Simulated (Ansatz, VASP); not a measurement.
# One calculation of BeCoF4, two programs

```xyz
6
Lattice="4.0631 0.0000 0.0000 0.0000 4.0631 0.0000 0.0000 0.0000 5.7461" Properties=species:S:1:pos:R:3 pbc="T T T"
Be    0.0000    0.0000    0.0000
Co    2.0315    2.0315    2.8730
F     2.0315    0.0000    1.4365
F     0.0000    2.0315    4.3095
F     2.0315    0.0000    4.3095
F     0.0000    2.0315    1.4365
```

Alike in both runs: task single point; functional PBE; k mesh 4 × 4 × 4; occupations gaussian, width 0.1 eV; collinear spin.

|  | VASP | Ansatz |
| --- | --- | --- |
| version | VASP 6.6.1 | Ansatz 0.2.0 |
| potentials or method | VASP PAW PBE potentials, release 64 (Be, Co, F), cutoff 520 eV | scalar-relativistic, plane waves, PAW |
| valence electrons in the cell | 39 | 47 |

```tsv
	VASP	Ansatz	Ansatz less VASP
gap on the k mesh at the Fermi level (eV)	1.21	1.23	+0.021
least direct gap on the mesh (eV)	1.22	1.24	+0.020
pressure (GPa)	-21.9	-21.7	+0.26
rms of the force components (eV/Å)	0.106	0.106	-0.0005
net moment per atom (μB)	0.50	0.50	0.000
size of the moment on the site where the two differ most (μB)	2.73	2.72	-0.010
```

Site moments also hang on the region over which each program counts them. Atom by atom the forces differ by 0.001 eV/Å (rms over components). The functional is the same, so the differences come from potentials, cutoffs and numerics. VASP's potentials hold 39 valence electrons a cell and Ansatz's 47, so a difference there can come from the potentials and not from the codes.
